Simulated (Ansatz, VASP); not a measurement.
## Two plane-wave programs on TiAl

```
Ti Al
1.0
     3.20112    0.00000    0.00000
     0.00000    3.20112    0.00000
     0.00000    0.00000    2.98600
Ti Al
1 1
Direct
  0.00000 0.00000 0.00000
  0.50000 0.50000 0.50000
```

Alike in both runs: task single point; functional PBEsol; k mesh 16 × 16 × 16; occupations gaussian, width 0.15 eV; no spin polarisation.

|  | VASP | Ansatz |
| --- | --- | --- |
| version | VASP 6.6.1 | Ansatz 0.2.0 |
| potentials or method | VASP PAW PBE potentials, release 64 (Ti_sv, Al), cutoff 520 eV | scalar-relativistic, plane waves, PAW |
| valence electrons in the cell | 15 | 15 |

```tsv
	VASP	Ansatz	Ansatz less VASP
gap on the k mesh at the Fermi level (eV)	none	none	-
pressure (GPa)	3.8	3.6	-0.20
traceless stress, the component that is largest in VASP (GPa)	-0.89	-0.89	+0.001
```

VASP's potentials were made for PBE, not for PBEsol, and Ansatz warns of the same on its side. A gap of «none» marks a metal or a gap that the smearing closes.
